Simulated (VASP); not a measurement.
# GaP (F-43m) in VASP: notebook

The runs below take GaP through single point, with r2SCAN.

Program: VASP 6.6.1. These are calculated values, not measurements. Logs are shortened: lines on timing, memory, paths and dates and some standing lists are left out, and cuts for length are marked.

## (1) The cell of the first run

The structure is cubic, space group F-43m (No. 216). The conventional cell has a = 5.285 Å, b = 5.285 Å, c = 5.285 Å, α = 90.00°, β = 90.00°, γ = 90.00°. Within 3.0 Å of Ga (site symmetry -43m) lie 4 P at 2.29 Å. P (site symmetry -43m) has 4 Ga at 2.29 Å within 3.0 Å.

## (2) Single point, r2SCAN

POSCAR reads:

```
GaP
1.0
    2.6426048453      2.6426048453      0.0000000000
   -2.6426048453      2.6426048453      0.0000000000
    0.0000000000      2.6426048453      2.6426048453
Ga P
1 1
Direct
    0.0000000000      0.0000000000      0.0000000000
    0.7500000000      0.2500000000      0.5000000000
```

INCAR.step1 reads:

```
PREC = Accurate
ENCUT = 520
ISMEAR = 0
SIGMA = 0.01
LREAL = F
LASPH = T
NELM = 60
NBANDS = 16
GGA = PE
ALGO = Normal
EDIFF = 1E-4
LWAVE = T
LCHARG = F
```

INCAR.step2 reads:

```
PREC = Accurate
ENCUT = 520
EDIFF = 1E-6
ISMEAR = 0
SIGMA = 0.01
LREAL = F
LASPH = T
NELM = 60
ALGO = Normal
ISIF = 2
LWAVE = F
LCHARG = F
METAGGA = R2SCAN
LMIXTAU = T
NBANDS = 16
ISTART = 1
```

KPOINTS reads:

```
regular mesh
0
Gamma
  8 8 8
```

Potentials or basis: VASP PAW PBE potentials, release 64 (Ga_d, P).

On the command line:

```bash
$ cat potpaw_PBE.64/Ga_d/POTCAR potpaw_PBE.64/P/POTCAR > POTCAR
$ cp INCAR.step1 INCAR
$ mpirun -np 1 vasp_std > vasp.out
$ cp INCAR.step2 INCAR
$ mpirun -np 1 vasp_std > vasp.out
```

OUTCAR:

```text
PREC = Accurate
   ENCUT = 520
   EDIFF = 1E-6
   ISMEAR = 0
   LREAL = F
   LASPH = T
   NELM = 60
   ISIF = 2
   METAGGA = R2SCAN
   ISTART = 1

 ion  position               nearest neighbor table
   1  0.000  0.000  0.000-   2 2.29   2 2.29   2 2.29   2 2.29
   2  0.750  0.250  0.500-   1 2.29   1 2.29   1 2.29   1 2.29

  LATTYP: Found a face centered cubic cell.
 ALAT       =     5.2852096906

  Lattice vectors:

 A1 = (   0.0000000000,   2.6426048453,   2.6426048453)
 A2 = (   2.6426048453,   0.0000000000,   2.6426048453)
 A3 = (   2.6426048453,   2.6426048453,   0.0000000000)

Analysis of symmetry for initial positions (statically):
=====================================================================
 Subroutine PRICEL returns:
 Original cell was already a primitive cell.

 Routine SETGRP: Setting up the symmetry group for a
 face centered cubic supercell.

 Subroutine GETGRP returns: Found 24 space group operations
 (whereof 24 operations were pure point group operations)
 out of a pool of 48 trial point group operations.

The static configuration has the point symmetry T_d .

Analysis of symmetry for dynamics (positions and initial velocities):
=====================================================================
 Subroutine PRICEL returns:
 Original cell was already a primitive cell.

 Routine SETGRP: Setting up the symmetry group for a
 face centered cubic supercell.

 Subroutine GETGRP returns: Found 24 space group operations
 (whereof 24 operations were pure point group operations)
 out of a pool of 48 trial point group operations.

The dynamic configuration has the point symmetry T_d .

 Subroutine INISYM returns: Found 24 space group operations
 (whereof 24 operations are pure point group operations),
 and found     1 'primitive' translations

----------------------------------------------------------------------------------------

                                     Primitive cell

  volume of cell :      36.9085

  direct lattice vectors                    reciprocal lattice vectors
     2.642604845  2.642604845  0.000000000     0.189207252  0.189207252 -0.189207252
    -2.642604845  2.642604845  0.000000000    -0.189207252  0.189207252 -0.189207252
     0.000000000  2.642604845  2.642604845     0.000000000  0.000000000  0.378414503

  length of vectors
     3.737207612  3.737207612  3.737207612     0.327716573  0.327716573  0.378414503

  position of ions in fractional coordinates (direct lattice)
     0.000000000  0.000000000  0.000000000
     0.750000000  0.250000000  0.500000000

  ion indices of the primitive-cell ions
   primitive index   ion index
                 1           1
                 2           2

----------------------------------------------------------------------------------------

 KPOINTS: regular mesh

Automatic generation of k-mesh.
 Grid dimensions read from file:
 generate k-points for:    8    8    8

 Generating k-lattice:

  Cartesian coordinates                     Fractional coordinates (reciprocal lattice)
     0.023650906  0.023650906 -0.023650906     0.125000000  0.000000000  0.000000000
    -0.023650906  0.023650906 -0.023650906     0.000000000  0.125000000  0.000000000
     0.000000000  0.000000000  0.047301813     0.000000000  0.000000000  0.125000000

  Length of vectors
     0.040964572  0.040964572  0.047301813

  Shift w.r.t. Gamma in fractional coordinates (k-lattice)
     0.000000000  0.000000000  0.000000000

 Subroutine IBZKPT returns following result:
 ===========================================

 Found     29 irreducible k-points:

 Following reciprocal coordinates:
            Coordinates               Weight
  0.000000  0.000000  0.000000      1.000000
  0.125000  0.000000  0.000000      8.000000
  0.250000  0.000000  0.000000      8.000000
  0.375000  0.000000  0.000000      8.000000
  0.500000  0.000000  0.000000      4.000000
  0.125000  0.125000  0.000000     12.000000
[... 16 lines left out ...]
  0.375000  0.250000  0.125000     48.000000
  0.500000  0.250000  0.125000     24.000000
 [... further k-points ...]
   k-points           NKPTS =     29   k-points in BZ     NKDIM =     29   number of bands    NBANDS=     16
   number of dos      NEDOS =    301   number of ions     NIONS =      2
   total plane-waves  NPLWV =  21952
   dimension x,y,z NGX =    28 NGY =   28 NGZ =   28
   dimension x,y,z NGXF=    56 NGYF=   56 NGZF=   56
   ions per type =               1   1
   NGX,Y,Z   is equivalent  to a cutoff of  12.46, 12.46, 12.46 a.u.
   NGXF,Y,Z  is equivalent  to a cutoff of  24.91, 24.91, 24.91 a.u.
 SYSTEM =  unknown system
   PREC   = accura    normal or accurate (medium, high low for compatibility)
   ISTART =      1    job   : 0-new  1-cont  2-samecut
   ICHARG =      0    charge: 1-file 2-atom 10-const
   ISPIN  =      1    spin polarized calculation?
   LNONCOLLINEAR =      F non collinear calculations
   LSORBIT =      F    spin-orbit coupling
   LASPH  =      T    aspherical Exc in radial PAW
   ENCUT  =  520.0 eV  38.22 Ry    6.18 a.u.   6.95  6.95  6.95*2*pi/ulx,y,z
   NELM   =     60;   NELMIN=  2; NELMDL=  0     # of ELM steps
   EDIFF  = 0.1E-05   stopping-criterion for ELM
   LREAL  =      F    real-space projection
   EDIFFG = 0.1E-04   stopping-criterion for IOM
   NSW    =      0    number of steps for IOM
   IBRION =     -1    ionic relax: 0-MD 1-quasi-New 2-CG
   NFREE  =      0    steps in history (QN), initial steepest desc. (CG)
   ISIF   =      2    stress and relaxation
   ISYM   =      2    0-nonsym 1-usesym 2-fastsym
   POTIM  = 0.5000    time-step for ionic-motion
   TEBEG  =    0.0;   TEEND  =   0.0 temperature during run
   PSTRESS=    0.0 pullay stress
   NELECT =      18.0000    total number of electrons
   NUPDOWN=      -1.0000    fix difference up-down
   EMIN   =  10.00;   EMAX   =-10.00  energy-range for DOS
   EFERMI =   0.00;   METHOD = LEGACY
   ISMEAR =     0;   SIGMA  =   0.01  broadening in eV -4-tet -1-fermi 0-gaus
   EFERMI_NEDOS =   21; number of points for ismear=-14 and -15
   IALGO  =     38    algorithm
   IMIX   =      4    mixing-type and parameters
     AMIX     =   0.40;   BMIX     =  1.00
     AMIX_MAG =   1.60;   BMIX_MAG =  1.00
  volume/ion in A,a.u.               =      18.45       124.54
  Fermi-wavevector in a.u.,A,eV,Ry     =   1.288616  2.435131 22.592890  1.660531
  Thomas-Fermi vector in A             =   2.420559
   LORBIT       =      0    0 simple, 1 ext, 2 COOP (PROOUT), +10 PAW based schemes
   METAGGA = R2SCAN    functional components
   LHFCALC =     F    Hartree Fock is set to
   AEXX    =    0.0000 exact exchange contribution
   IVDW    =     0    specifies the selected vdW correction
   LEPSILON=     F    determine dielectric tensor
   LRPA    =     F    only Hartree local field effects (RPA)
 non-spin polarized calculation
 Gauss-broadening in eV      SIGMA  =   0.01
  energy-cutoff  :      520.00
  volume of cell :       36.91
 maximum number of plane-waves:      1006
   NGX = 13   NGY = 13   NGZ = 13

 number of electron      17.9999992 magnetization

 Free energy of the ion-electron system (eV)
  ---------------------------------------------------
  ext. energy  EPLUGINS =         0.00000000
  ---------------------------------------------------
  free energy    TOTEN  =       -21.36076233 eV

  energy without entropy =      -21.36076233  energy(sigma->0) =      -21.36076233

 E-fermi :   5.6000     XC(G=0): -11.0085

 val. band max:        5.4634118146   @ k =   0.0000   0.0000   0.0000
 cond. band min:       7.1694168430   @ k =   0.5000   0.5000   0.0000
 fundamental gap:      1.7060050284
 Fermi energy:         5.5999753624

 k-point     1 :       0.0000    0.0000    0.0000
  band No.  band energies     occupation
      1      -9.7168      2.00000
      2      -9.7168      2.00000
      3      -9.7168      2.00000
      4      -9.5695      2.00000
      5      -9.5695      2.00000
      6      -8.3198      2.00000
[... 8 lines left out ...]
     15      15.8486      0.00000
     16      15.8487      0.00000

 k-point     2 :       0.1250    0.0000    0.0000
  band No.  band energies     occupation
      1      -9.7439      2.00000
      2      -9.7101      2.00000
      3      -9.7100      2.00000
      4      -9.5696      2.00000
      5      -9.5696      2.00000
      6      -8.0755      2.00000
[... 8 lines left out ...]
     15      15.1715      0.00000
     16      16.3446      0.00000

 k-point     3 :       0.2500    0.0000    0.0000
  band No.  band energies     occupation
      1      -9.7955      2.00000
      2      -9.6955      2.00000
      3      -9.6955      2.00000
      4      -9.5678      2.00000
      5      -9.5678      2.00000
      6      -7.3931      2.00000
[... 8 lines left out ...]
     15      15.0065      0.00000
     16      16.3282      0.00000

 k-point     4 :       0.3750    0.0000    0.0000
  band No.  band energies     occupation
      1      -9.8365      2.00000
      2      -9.6843      2.00000
      3      -9.6842      2.00000
      4      -9.5625      2.00000
      5      -9.5625      2.00000
      6      -6.4336      2.00000
[... 8 lines left out ...]
     15      16.4143      0.00000
     16      16.5394      0.00000
[... 324 lines left out ...]
 k-point    22 :       0.2500    0.2500    0.1250
  band No.  band energies     occupation
      1      -9.8274      2.00000
      2      -9.6782      2.00000
      3      -9.6725      2.00000
      4      -9.5863      2.00000
      5      -9.5565      2.00000
      6      -6.8206      2.00000
[... 8 lines left out ...]
     15      17.6383      0.00000
     16      19.3029      0.00000

 k-point    23 :       0.3750    0.2500    0.1250
  band No.  band energies     occupation
      1      -9.8497      2.00000
      2      -9.6721      2.00000
      3      -9.6593      2.00000
      4      -9.5832      2.00000
      5      -9.5568      2.00000
      6      -5.9147      2.00000
[... 8 lines left out ...]
     15      18.2299      0.00000
     16      19.4534      0.00000

 k-point    24 :       0.5000    0.2500    0.1250
  band No.  band energies     occupation
      1      -9.8578      2.00000
      2      -9.6710      2.00000
      3      -9.6546      2.00000
      4      -9.5779      2.00000
      5      -9.5592      2.00000
      6      -5.3429      2.00000
[... 8 lines left out ...]
     15      18.4657      0.00000
     16      19.3044      0.00000

 [... further k-points ...]

------------------------ aborting loop because EDIFF is reached ----------------------------------------

  FORCE on cell =-STRESS in cart. coord.  units (eV):
  Direction    XX          YY          ZZ          XY          YZ          ZX
  --------------------------------------------------------------------------------------
  -------------------------------------------------------------------------------------
  Total        2.2915127      2.2915127      2.2915127      0.0000000     -0.0000000     -0.0000000
  in kB       99.4732195     99.4732195     99.4732195      0.0000000     -0.0000000     -0.0000000
  external PRESSURE =      99.4732195 kB  Pullay stress =       0.0000000 kB

 VOLUME and BASIS-vectors are now :
 -----------------------------------------------------------------------------
  energy-cutoff  :      520.00
  volume of cell :       36.91
      direct lattice vectors                 reciprocal lattice vectors
     2.642604845  2.642604845  0.000000000     0.189207252  0.189207252 -0.189207252
    -2.642604845  2.642604845  0.000000000    -0.189207252  0.189207252 -0.189207252
     0.000000000  2.642604845  2.642604845     0.000000000  0.000000000  0.378414503

 POSITION                                       TOTAL-FORCE (eV/Angst)
 -----------------------------------------------------------------------------------
      0.00000      0.00000      0.00000         0.000000     -0.000000      0.000000
      1.32130      3.96391      1.32130        -0.000000      0.000000     -0.000000
 -----------------------------------------------------------------------------------
    total drift:                               -0.000034      0.000000     -0.000000

  FREE ENERGIE OF THE ION-ELECTRON SYSTEM (eV)
  ---------------------------------------------------
  free  energy   TOTEN  =       -21.3607623316 eV

  energy  without entropy=      -21.3607623316  energy(sigma->0) =      -21.36076233
```

Run time: 98 s. Hardware: 1 thread of Intel Xeon 8259CL, shared host; peak memory 0.17 GiB.

What came out:

- Free energy: -21.3608 eV
- Pressure: 9.9 GPa
- Band gap on the k mesh: 1.71 eV, indirect (least direct gap 3.17 eV)

Caveat: the PAW data sets were made with another functional, which shifts forces and pressure a little.

## (3) Single point, r2SCAN

This run uses another cell than the first one, of 18.91 Å³/atom, 1.025 times its volume.

POSCAR reads:

```
GaP
1.0
    2.6641572022      2.6641572022      0.0000000000
   -2.6641572022      2.6641572022      0.0000000000
    0.0000000000      2.6641572022      2.6641572022
Ga P
1 1
Direct
    0.0000000000      0.0000000000      0.0000000000
    0.7500000000      0.2500000000      0.5000000000
```

INCAR.step1 reads:

```
  PREC = Accurate
  ENCUT = 520
  ISMEAR = 0
  SIGMA = 0.01
  LREAL = False
  LASPH = True
  NELM = 100
  NBANDS = 16
  GGA = PE
  ALGO = Normal
  EDIFF = 1E-4
  LWAVE = True
  LCHARG = False
```

INCAR.step2 reads:

```
  PREC = Accurate
  ENCUT = 520
  EDIFF = 1E-6
  ISMEAR = 0
  SIGMA = 0.01
  LREAL = False
  LASPH = True
  NELM = 100
  ALGO = Normal
  ISIF = 2
  LWAVE = False
  LCHARG = False
  METAGGA = R2SCAN
  LMIXTAU = True
  NBANDS = 16
  ISTART = 1
```

KPOINTS reads:

```
Automatic mesh
0
Gamma
  8 8 8
```

Potentials or basis: VASP PAW PBE potentials, release 64 (Ga_d, P).

On the command line:

```bash
$ cat potpaw_PBE.64/Ga_d/POTCAR potpaw_PBE.64/P/POTCAR > POTCAR
$ cp INCAR.step1 INCAR
$ mpirun -np 1 vasp_std > vasp.out
$ cp INCAR.step2 INCAR
$ mpirun -np 1 vasp_std > vasp.out
```

It took 99 s on 1 thread of Intel Xeon 8259CL, shared host; peak memory 0.17 GiB.

It converged, with:

```
Free energy            : -21.4086 eV
Pressure               : 7.0 GPa
Band gap on the k mesh : 1.76 eV, indirect (least direct gap 2.95 eV)
```

Levels at points of the mesh, in eV from the valence-band top:
```csv
k point,band 7,band 8,band 9,band 10,band 11,band 12
"(0.00, 0.00, 0.00)",0.00,0.00,0.00,2.95,4.16,4.16
"(0.50, 0.00, 0.00)",-7.27,-1.28,-1.28,2.26,5.02,5.02
"(0.50, 0.50, 0.00)",-7.31,-3.06,-3.06,1.76,2.03,11.88
```

Caveat: the PAW data sets were made with another functional, which shifts forces and pressure a little. A k mesh can miss the band edges.

## (4) Single point, r2SCAN

This run uses another cell than the first one, of 19.43 Å³/atom, 1.053 times its volume.

POSCAR reads:

```
GaP
1.0
    2.6882430579      2.6882430579      0.0000000000
   -2.6882430579      2.6882430579      0.0000000000
    0.0000000000      2.6882430579      2.6882430579
Ga P
1 1
Direct
    0.0000000000      0.0000000000      0.0000000000
    0.7500000000      0.2500000000      0.5000000000
```

INCAR.step1 reads:

```
  ALGO = Normal
  EDIFF = 1E-4
  ENCUT = 520
  GGA = PE
  ISMEAR = 0
  LASPH = T
  LCHARG = F
  LREAL = F
  LWAVE = T
  NBANDS = 16
  NELM = 100
  PREC = Accurate
  SIGMA = 0.01
```

INCAR.step2 reads:

```
  ALGO = Normal
  EDIFF = 1E-6
  ENCUT = 520
  ISIF = 2
  ISMEAR = 0
  ISTART = 1
  LASPH = T
  LCHARG = F
  LMIXTAU = T
  LREAL = F
  LWAVE = F
  METAGGA = R2SCAN
  NBANDS = 16
  NELM = 100
  PREC = Accurate
  SIGMA = 0.01
```

KPOINTS reads:

```
k-points
0
Gamma
  8 8 8
```

Potentials or basis: VASP PAW PBE potentials, release 64 (Ga_d, P).

On the command line:

```bash
$ cat potpaw_PBE.64/Ga_d/POTCAR potpaw_PBE.64/P/POTCAR > POTCAR
$ cp INCAR.step1 INCAR
$ mpirun -np 1 vasp_std > vasp.out
$ cp INCAR.step2 INCAR
$ mpirun -np 1 vasp_std > vasp.out
```

OUTCAR:

```text
EDIFF = 1E-6
   ENCUT = 520
   ISIF = 2
   ISMEAR = 0
   ISTART = 1
   LASPH = T
   LREAL = F
   METAGGA = R2SCAN
   NELM = 100
   PREC = Accurate

 ion  position               nearest neighbor table
   1  0.000  0.000  0.000-   2 2.33   2 2.33   2 2.33   2 2.33
   2  0.750  0.250  0.500-   1 2.33   1 2.33   1 2.33   1 2.33

  LATTYP: Found a face centered cubic cell.
 ALAT       =     5.3764861158

  Lattice vectors:

 A1 = (   0.0000000000,   2.6882430579,   2.6882430579)
[... 641 lines left out ...]

------------------------ aborting loop because EDIFF is reached ----------------------------------------

  FORCE on cell =-STRESS in cart. coord.  units (eV):
  Direction    XX          YY          ZZ          XY          YZ          ZX
  --------------------------------------------------------------------------------------
  -------------------------------------------------------------------------------------
  Total        0.9591027      0.9591027      0.9591027      0.0000000      0.0000000     -0.0000000
  in kB       39.5494190     39.5494190     39.5494190      0.0000000      0.0000000     -0.0000000
  external PRESSURE =      39.5494190 kB  Pullay stress =       0.0000000 kB

 VOLUME and BASIS-vectors are now :
 -----------------------------------------------------------------------------
  energy-cutoff  :      520.00
  volume of cell :       38.85
      direct lattice vectors                 reciprocal lattice vectors
     2.688243058  2.688243058  0.000000000     0.185995086  0.185995086 -0.185995086
    -2.688243058  2.688243058  0.000000000    -0.185995086  0.185995086 -0.185995086
     0.000000000  2.688243058  2.688243058     0.000000000  0.000000000  0.371990173

 POSITION                                       TOTAL-FORCE (eV/Angst)
 -----------------------------------------------------------------------------------
      0.00000      0.00000      0.00000        -0.000000      0.000000     -0.000000
      1.34412      4.03236      1.34412         0.000000     -0.000000      0.000000
 -----------------------------------------------------------------------------------
    total drift:                               -0.000030      0.000000     -0.000000

  FREE ENERGIE OF THE ION-ELECTRON SYSTEM (eV)
  ---------------------------------------------------
  free  energy   TOTEN  =       -21.4435800584 eV

  energy  without entropy=      -21.4435800584  energy(sigma->0) =      -21.44358006
```

OSZICAR.step1:

```text
N       E                     dE             d eps       ncg     rms          rms(c)
DAV:   1     0.803202001151E+02    0.80320E+02   -0.88543E+03   960   0.163E+03
DAV:   2    -0.316559669452E+01   -0.83486E+02   -0.79636E+02  1104   0.312E+02
DAV:   3    -0.925270532276E+01   -0.60871E+01   -0.60680E+01  1144   0.649E+01
DAV:   4    -0.935174244425E+01   -0.99037E-01   -0.99022E-01  1184   0.900E+00
DAV:   5    -0.935375235039E+01   -0.20099E-02   -0.20098E-02  1160   0.113E+00    0.445E+00
DAV:   6    -0.910157103627E+01    0.25218E+00   -0.38078E-01  1472   0.110E+01    0.297E+00
DAV:   7    -0.907092672928E+01    0.30644E-01   -0.10377E-01  1224   0.223E+00    0.116E+00
DAV:   8    -0.907116347429E+01   -0.23675E-03   -0.13843E-02  1104   0.144E+00    0.234E-01
DAV:   9    -0.907155694515E+01   -0.39347E-03   -0.13354E-03  1184   0.484E-01    0.759E-02
DAV:  10    -0.907161740843E+01   -0.60463E-04   -0.86943E-05   960   0.129E-01
   1 F= -.90716174E+01 E0= -.90716174E+01  d E =-.267390E-11
```

Run time: 1.8 min. Hardware: 1 thread of Intel Xeon 8259CL, shared host; peak memory 0.17 GiB.

Results:

```yaml
Free_energy: -21.4436 eV
Pressure: 4.0 GPa
Band_gap_on_the_k_mesh: 1.83 eV, indirect (least direct gap 2.71 eV)
```

Levels at points of the mesh, in eV from the valence-band top:
```csv
k point,band 7,band 8,band 9,band 10,band 11,band 12
"(0.00, 0.00, 0.00)",0.00,0.00,0.00,2.71,4.17,4.17
"(0.50, 0.00, 0.00)",-7.10,-1.23,-1.23,2.17,5.04,5.04
"(0.50, 0.50, 0.00)",-7.16,-2.95,-2.95,1.83,2.06,11.67
```

Caveat: the PAW data sets were made with another functional, which shifts forces and pressure a little.

(Part 1 of 2 ends here.)
